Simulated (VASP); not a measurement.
Set up this calculation in VASP 6.6.1, as the native input.

| Item | Value |
| --- | --- |
| Task | single point |
| Functional | r2SCAN |
| Potentials or basis | VASP PAW PBE potentials, release 64 (Ni) |
| Cutoff | 520 eV |
| k mesh | 14 × 14 × 14 |
| Occupations | gaussian, width 0.1 eV |
| Spin | collinear spin, ferromagnetic start |
| Starting moments | [2.0] μB |
| Dipole correction | no |
| Further INCAR settings | ALGO = Normal; EDIFF = 1e-06; NBANDS = 15 |

Ni:

```
Ni
1.0
     0.00000    1.76735    1.76735
     1.76735    0.00000    1.76735
     1.76735    1.76735    0.00000
Ni
1
Direct
  0.00000 0.00000 0.00000
```

These files were run (other wordings do the same):

POSCAR

```
Ni
1.0
    0.0000000000      1.7673500000      1.7673500000
    1.7673500000      0.0000000000      1.7673500000
    1.7673500000      1.7673500000      0.0000000000
Ni
1
Direct
    0.0000000000      0.0000000000      0.0000000000
```

INCAR.step1

```
SYSTEM = Ni
ALGO = Normal ; EDIFF = 1E-4
ENCUT = 520 ; GGA = PE
ISMEAR = 0 ; ISPIN = 2
LASPH = .TRUE. ; LCHARG = .FALSE.
LMAXMIX = 4 ; LREAL = .FALSE.
LWAVE = .TRUE. ; MAGMOM = 2
NBANDS = 15 ; NELM = 150
PREC = Accurate ; SIGMA = 0.1
```

INCAR.step2

```
SYSTEM = Ni
ALGO = Normal ; EDIFF = 1E-6
ENCUT = 520 ; ISIF = 2
ISMEAR = 0 ; ISPIN = 2
ISTART = 1 ; LASPH = .TRUE.
LCHARG = .TRUE. ; LELF = .TRUE.
LMAXMIX = 4 ; LMIXTAU = .TRUE.
LORBIT = 11 ; LREAL = .FALSE.
LVHAR = .TRUE. ; LWAVE = .FALSE.
MAGMOM = 2 ; METAGGA = R2SCAN
NBANDS = 15 ; NELM = 150
PREC = Accurate ; SIGMA = 0.1
```

KPOINTS

```
k-points
0
G
  14 14 14
  0 0 0
```

Potentials or basis: VASP PAW PBE potentials, release 64 (Ni).

The run is started by

```sh
$ cat potpaw_PBE.64/Ni/POTCAR > POTCAR
$ cp INCAR.step1 INCAR
$ mpirun -np 1 vasp_std > vasp.out
$ cp INCAR.step2 INCAR
$ mpirun -np 1 vasp_std > vasp.out
```

It gave:

| Item | Value |
| --- | --- |
| Pressure | -8.8 GPa |
| Net moment | 0.75 μB per cell |
| Site moments | Ni +0.78 μB |
| Valence electrons inside the program's atomic spheres | Ni 9.32 |

Caveat: the PAW data sets were made with another functional, which shifts forces and pressure a little.

It took 5.4 min on 1 thread of AMD EPYC 7R13, on a shared host, peak memory 0.12 GiB.
